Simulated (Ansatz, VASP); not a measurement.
# One calculation of SiC, two programs

INCAR

```
PREC = Accurate
ENCUT = 520
EDIFF = 1E-6
ISMEAR = 0
SIGMA = 0.05
LREAL = F
LASPH = T
NELM = 60
ALGO = Normal
ISIF = 2
LWAVE = F
LCHARG = F
GGA = PE
NBANDS = 16
```

File KPOINTS:

```
regular mesh
0
Gamma
  12 12 6
```

POSCAR

```
SiC
1.0
    3.0759982064      0.0000000000      0.0000000000
   -1.5379991032      2.6638925888      0.0000000000
    0.0000000000      0.0000000000      5.0480000000
Si C
2 2
Direct
    0.3333333333      0.6666666667      0.0000000000
    0.6666666667      0.3333333333      0.5000000000
    0.3373970548      0.6666666667      0.3850000000
    0.6666666667      0.3333333333      0.8850000000
```

Input for Ansatz:

```yaml
crystal:
  lattice:
    - [3.0759982064, 0.0, 0.0]
    - [-1.5379991032, 2.6638925888, 0.0]
    - [0.0, 0.0, 5.048]
  atoms:
    - { symbol: Si, position: [0.3333333333, 0.6666666667, 0.0] }
    - { symbol: Si, position: [0.6666666667, 0.3333333333, 0.5] }
    - { symbol: C, position: [0.3373970548, 0.6666666667, 0.385] }
    - { symbol: C, position: [0.6666666667, 0.3333333333, 0.885] }
basis:
  ecutwfc: 420
kpoints:
  mp_grid: { grid: [12, 12, 6] }
hamiltonian:
  xc: pbe
scf:
  occupations: { method: gaussian, width: 0.05 }
output:
  forces: true
  stress: true
  eigenvalues: true
```

Alike in both runs: task single point; functional PBE; k mesh 12 × 12 × 6; occupations gaussian, width 0.05 eV; no spin polarisation.

|  | VASP | Ansatz |
| --- | --- | --- |
| version | VASP 6.6.1 | Ansatz 0.2.0 |
| potentials or method | VASP PAW PBE potentials, release 64 (Si, C), cutoff 520 eV | scalar-relativistic, plane waves, PAW |
| valence electrons in the cell | 16 | 16 |

Ansatz gave:

- gap on the k mesh at the Fermi level (eV): 2.32
- least direct gap on the mesh (eV): 4.07
- pressure (GPa): 3.7
- traceless stress, the component that is largest in VASP (GPa): -3.25
- rms of the force components (eV/Å): 0.448

Question: Which values does VASP return?

Answer: gap on the k mesh at the Fermi level (eV): 2.32; least direct gap on the mesh (eV): 4.06; pressure (GPa): 3.7; traceless stress, the component that is largest in VASP (GPa): -3.23; rms of the force components (eV/Å): 0.448.

Atom by atom the forces differ by 0.000 eV/Å (rms over components). With one functional, cell and mesh, what is left measures potentials, basis and numerics.
